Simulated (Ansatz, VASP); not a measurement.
## MgB2 in VASP and in Ansatz

File INCAR:

```
SYSTEM = MgB2
PREC = Accurate
ENCUT = 600
EDIFF = 1E-6
ISMEAR = 0
SIGMA = 0.05
LREAL = .FALSE.
LASPH = .TRUE.
NELM = 100
ALGO = Normal
ISIF = 3
LWAVE = .FALSE.
LCHARG = .FALSE.
GGA = PE
IBRION = 2
NSW = 80
EDIFFG = -0.03
```

File KPOINTS:

```
regular mesh
0
G
  8 8 6
  0 0 0
```

File POSCAR:

```
MgB2
1.0
    3.0850000000      0.0000000000      0.0000000000
   -1.5425000000      2.6716883707      0.0000000000
    0.0000000000      0.0000000000      3.5230000000
Mg B
1 2
Direct
    0.0000000000      0.0000000000      0.0000000000
    0.3333333333      0.6666666667      0.5000000000
    0.6666666667      0.3333333333      0.5000000000
```

Input for Ansatz:

```yaml
crystal:
  lattice:
    - [3.085, 0.0, 0.0]
    - [-1.5425, 2.6716883707, 0.0]
    - [0.0, 0.0, 3.523]
  atoms:
    - { symbol: Mg, position: [0.0, 0.0, 0.0] }
    - { symbol: B, position: [0.3333333333, 0.6666666667, 0.5] }
    - { symbol: B, position: [0.6666666667, 0.3333333333, 0.5] }
basis:
  ecutwfc: 420
  ecutrho_ratio: 4
kpoints:
  mp_grid: { grid: [8, 8, 6] }
hamiltonian:
  xc: pbe
scf:
  occupations: { method: gaussian, width: 0.05 }
output:
  forces: true
  stress: true
  eigenvalues: true
relax:
  f_tol: 0.03
  max_steps: 60
  cell: { stress_tol: 0.3 }
```

Alike in both runs: task relaxation of cell and atoms; functional PBE; k mesh 8 × 8 × 6; occupations gaussian, width 0.05 eV; no spin polarisation.

```csv
,VASP,Ansatz
version,VASP 6.6.1,Ansatz 0.2.0
potentials or method,"VASP PAW PBE potentials, release 64 (Mg, B), cutoff 600 eV","scalar-relativistic, plane waves, PAW"
valence electrons in the cell,8,16
```

Ansatz gave:

```
gap on the k mesh at the Fermi level, each at its own relaxed structure (eV) : none
relaxed volume (Å³/atom)                                                     : 9.61
relaxed cell length with the largest relative difference (Å)                 : 3.499
```

Problem. What did VASP give for the same quantities?

Solution. gap on the k mesh at the Fermi level, each at its own relaxed structure (eV): none; relaxed volume (Å³/atom): 9.58; relaxed cell length with the largest relative difference (Å): 3.494.

A gap of «none» marks a metal or a gap that the smearing closes. VASP's potentials hold 8 valence electrons a cell and Ansatz's 16, so a difference there can come from the potentials and not from the codes.
